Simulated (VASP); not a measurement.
# ZrSi2 (Cmcm) in VASP: single point with PBE

Aim: the single point of ZrSi2 with PBE.

Program: VASP 6.6.1. These are calculated values, not measurements. Logs are shortened: lines on timing, memory, paths and dates and some standing lists are left out, and cuts for length are marked.

### Step 1. The cell of the first run

The structure is orthorhombic, space group Cmcm (No. 63). Conventional cell: a = 3.705 Å, b = 14.790 Å, c = 3.680 Å, α = 90.00°, β = 90.00°, γ = 90.00°. Zr (site symmetry m2m) has 10 Si at 2.72 to 2.99 Å and 6 Zr at 3.62 to 3.70 Å within 3.8 Å. Within 3.2 Å of Si (site symmetry m2m) lie 2 Si at 2.42 Å and 6 Zr at 2.72 to 2.99 Å. Si (site symmetry m2m) has 8 Si at 2.61 to 3.46 Å and 4 Zr at 2.82 to 2.83 Å within 3.5 Å.

### Step 2. Single point, PBE

Input file INCAR:

```
SYSTEM = ZrSi2
ALGO = Normal ; EDIFF = 1E-6
ENCUT = 520 ; GGA = PE
ISIF = 2 ; ISMEAR = 0
LASPH = .TRUE. ; LCHARG = .FALSE.
LREAL = .FALSE. ; LWAVE = .FALSE.
NBANDS = 29 ; NELM = 60
PREC = Accurate ; SIGMA = 0.1
```

Input file KPOINTS:

```
k-points
0
G
  10 10 10
  0 0 0
```

Input file POSCAR:

```
ZrSi2
1.0
    1.8523930585     -7.3951171054      0.0000000000
    1.8523930585      7.3951171054      0.0000000000
    0.0000000000      0.0000000000      3.6800050030
Zr Si
2 4
Direct
    0.8946335386      0.1053664614      0.7500000000
    0.1053664614      0.8946335386      0.2500000000
    0.4469477768      0.5530522232      0.2500000000
    0.5530522232      0.4469477768      0.7500000000
    0.2502779167      0.7497220833      0.7500000000
    0.7497220833      0.2502779167      0.2500000000
```

Potentials or basis: VASP PAW PBE potentials, release 64 (Zr_sv, Si).

Run with:

```
$ cat potpaw_PBE.64/Zr_sv/POTCAR potpaw_PBE.64/Si/POTCAR > POTCAR
$ mpirun -np 1 vasp_std > vasp.out
```

OUTCAR:

```text
SYSTEM = ZrSi2
   EDIFF = 1E-6
   ENCUT = 520
   GGA = PE
   ISIF = 2
   ISMEAR = 0
   LASPH = .TRUE.
   LREAL = .FALSE.
   NELM = 60
   PREC = Accurate

 ion  position               nearest neighbor table
   1  0.895  0.105  0.750-   3 2.72   3 2.72   3 2.72   3 2.72   6 2.82   6 2.82   5 2.83   5 2.83
                             4 2.99   4 2.99   2 3.62   2 3.62
   2  0.105  0.895  0.250-   4 2.72   4 2.72   4 2.72   4 2.72   5 2.82   5 2.82   6 2.83   6 2.83
                             3 2.99   3 2.99   1 3.62   1 3.62
   3  0.447  0.553  0.250-   4 2.42   4 2.42   1 2.72   1 2.72   1 2.72   1 2.72   2 2.99   2 2.99

   4  0.553  0.447  0.750-   3 2.42   3 2.42   2 2.72   2 2.72   2 2.72   2 2.72   1 2.99   1 2.99

   5  0.250  0.750  0.750-   6 2.61   6 2.61   6 2.61   6 2.61   2 2.82   2 2.82   1 2.83   1 2.83

   6  0.750  0.250  0.250-   5 2.61   5 2.61   5 2.61   5 2.61   1 2.82   1 2.82   2 2.83   2 2.83

  LATTYP: Found a base centered orthorhombic cell.
 ALAT       =     3.7047861170
 B/A-ratio  =     3.9921965111
 C/A-ratio  =     0.9933110541

  Lattice vectors:

 A1 = (   1.8523930585,  -7.3951171054,   0.0000000000)
 A2 = (   1.8523930585,   7.3951171054,   0.0000000000)
 A3 = (   0.0000000000,   0.0000000000,   3.6800050030)

Analysis of symmetry for initial positions (statically):
=====================================================================
 Subroutine PRICEL returns:
 Original cell was already a primitive cell.

 Routine SETGRP: Setting up the symmetry group for a
 base centered orthorhombic supercell.

 Subroutine GETGRP returns: Found  8 space group operations
 (whereof  4 operations were pure point group operations)
 out of a pool of  8 trial point group operations.

The static configuration has the point symmetry C_2h.
 The point group associated with its full space group is D_2h.

Analysis of symmetry for dynamics (positions and initial velocities):
=====================================================================
 Subroutine PRICEL returns:
 Original cell was already a primitive cell.

 Routine SETGRP: Setting up the symmetry group for a
 base centered orthorhombic supercell.

 Subroutine GETGRP returns: Found  8 space group operations
 (whereof  4 operations were pure point group operations)
 out of a pool of  8 trial point group operations.

The dynamic configuration has the point symmetry C_2h.
 The point group associated with its full space group is D_2h.

 Subroutine INISYM returns: Found  8 space group operations
 (whereof  4 operations are pure point group operations),
 and found     1 'primitive' translations
[... 107 lines left out ...]
   IBRION =     -1    ionic relax: 0-MD 1-quasi-New 2-CG
   NFREE  =      0    steps in history (QN), initial steepest desc. (CG)
   ISIF   =      2    stress and relaxation
   ISYM   =      2    0-nonsym 1-usesym 2-fastsym
   POTIM  = 0.5000    time-step for ionic-motion
   TEBEG  =    0.0;   TEEND  =   0.0 temperature during run
   PSTRESS=    0.0 pullay stress
   NELECT =      40.0000    total number of electrons
   NUPDOWN=      -1.0000    fix difference up-down
   EMIN   =  10.00;   EMAX   =-10.00  energy-range for DOS
   EFERMI =   0.00;   METHOD = LEGACY
   ISMEAR =     0;   SIGMA  =   0.10  broadening in eV -4-tet -1-fermi 0-gaus
   EFERMI_NEDOS =   21; number of points for ismear=-14 and -15
   IALGO  =     38    algorithm
   IMIX   =      4    mixing-type and parameters
     AMIX     =   0.40;   BMIX     =  1.00
     AMIX_MAG =   1.60;   BMIX_MAG =  1.00
  volume/ion in A,a.u.               =      16.80       113.40
  Fermi-wavevector in a.u.,A,eV,Ry     =   1.202936  2.273220 19.688388  1.447056
  Thomas-Fermi vector in A             =   2.338704
   LORBIT       =      0    0 simple, 1 ext, 2 COOP (PROOUT), +10 PAW based schemes
   GGA     = PE    functional components
   LHFCALC =     F    Hartree Fock is set to
   AEXX    =    0.0000 exact exchange contribution
   IVDW    =     0    specifies the selected vdW correction
   LEPSILON=     F    determine dielectric tensor
   LRPA    =     F    only Hartree local field effects (RPA)
 non-spin polarized calculation
 Gauss-broadening in eV      SIGMA  =   0.10
  energy-cutoff  :      520.00
  volume of cell :      100.82
 maximum number of plane-waves:      2736
 NGX is ok and might be reduce to    60
   NGX = 29   NGY = 29   NGZ = 13

 number of electron      40.0000000 magnetization

 Free energy of the ion-electron system (eV)
  ---------------------------------------------------
  ext. energy  EPLUGINS =         0.00000000
  ---------------------------------------------------
  free energy    TOTEN  =       -42.72007919 eV

  energy without entropy =      -42.71321856  energy(sigma->0) =      -42.71664887

 E-fermi :   9.9853     XC(G=0): -11.2502

 val. band max:        9.9839053980   @ k =   0.5000   0.4000   0.3000
 cond. band min:       9.9968004945   @ k =   0.5000   0.2000   0.1000
 fundamental gap:      0.0128950965
 Fermi energy:         9.9853494779

 k-point     1 :       0.0000    0.0000    0.0000
  band No.  band energies     occupation
      1     -38.8122      2.00000
      2     -38.8003      2.00000
      3     -17.0411      2.00000
      4     -16.9016      2.00000
      5     -16.8809      2.00000
      6     -16.8801      2.00000
[... 757 lines left out ...]
     28      13.7413      0.00000
     29      13.9923      0.00000

 [... further k-points ...]

------------------------ aborting loop because EDIFF is reached ----------------------------------------

  FORCE on cell =-STRESS in cart. coord.  units (eV):
  Direction    XX          YY          ZZ          XY          YZ          ZX
  --------------------------------------------------------------------------------------
  -------------------------------------------------------------------------------------
  Total       -0.0070405      0.0126301     -0.0260378      0.0000000     -0.0000000      0.0000000
  in kB       -0.1118819      0.2007056     -0.4137690      0.0000000     -0.0000000      0.0000000
  external PRESSURE =      -0.1083151 kB  Pullay stress =       0.0000000 kB

 VOLUME and BASIS-vectors are now :
 -----------------------------------------------------------------------------
  energy-cutoff  :      520.00
  volume of cell :      100.82
      direct lattice vectors                 reciprocal lattice vectors
     1.852393058 -7.395117105  0.000000000     0.269921115 -0.067612182  0.000000000
     1.852393058  7.395117105  0.000000000     0.269921115  0.067612182  0.000000000
     0.000000000  0.000000000  3.680005003     0.000000000  0.000000000  0.271738761

 POSITION                                       TOTAL-FORCE (eV/Angst)
 -----------------------------------------------------------------------------------
      1.85239     -5.83672      2.76000         0.000000     -0.003475     -0.000000
      1.85239      5.83672      0.92000         0.000000      0.003475     -0.000000
      1.85239      0.78465      0.92000         0.000000     -0.005328      0.000000
      1.85239     -0.78465      2.76000         0.000000      0.005328     -0.000000
      1.85239      3.69345      2.76000         0.000000     -0.001625      0.000000
      1.85239     -3.69345      0.92000         0.000000      0.001625     -0.000000
 -----------------------------------------------------------------------------------
    total drift:                                0.000000     -0.000000      0.000000

  FREE ENERGIE OF THE ION-ELECTRON SYSTEM (eV)
  ---------------------------------------------------
  free  energy   TOTEN  =       -42.7200791873 eV

  energy  without entropy=      -42.7132185562  energy(sigma->0) =      -42.71664887
```

It took 17 min on 1 thread of Intel Xeon Platinum 8375C at 2.90GHz (Ice Lake), shared host; peak memory 0.61 GiB.

Results:

```yaml
Free_energy: -42.7201 eV
Pressure: 0.0 GPa
Largest_force: 0.005 eV/Å
Band_gap_on_the_k_mesh: zero (bands 20 and 21 overlap by 0.95 eV)
```

Forces in eV/Å, atoms in the order of the input:
```
Zr   0.000 -0.003  0.000
Zr   0.000  0.003  0.000
Si   0.000 -0.005  0.000
Si   0.000  0.005  0.000
Si   0.000 -0.002  0.000
Si   0.000  0.002  0.000
```

Levels at points of the mesh, in eV from the Fermi level:
| k point | band 17 | band 18 | band 19 | band 20 | band 21 | band 22 | band 23 | band 24 |
| --- | --- | --- | --- | --- | --- | --- | --- | --- |
| (0.00, 0.00, 0.00) | -2.39 | -2.37 | -2.32 | -0.09 | 1.11 | 1.39 | 1.40 | 1.59 |
| (0.50, 0.00, 0.00) | -1.82 | -1.48 | -0.86 | -0.45 | -0.44 | 0.89 | 0.90 | 2.07 |
| (0.50, 0.50, 0.00) | -2.63 | -1.89 | -1.48 | 0.31 | 1.03 | 1.13 | 1.48 | 1.70 |
| (0.00, 0.00, 0.50) | -1.89 | -1.89 | -0.07 | -0.07 | 0.08 | 0.08 | 1.56 | 1.56 |
| (0.50, 0.00, 0.50) | -3.25 | -3.25 | -2.13 | -2.13 | 2.12 | 2.12 | 3.08 | 3.08 |
| (0.50, 0.50, 0.50) | -2.19 | -2.19 | -0.89 | -0.89 | 0.04 | 0.04 | 2.27 | 2.27 |
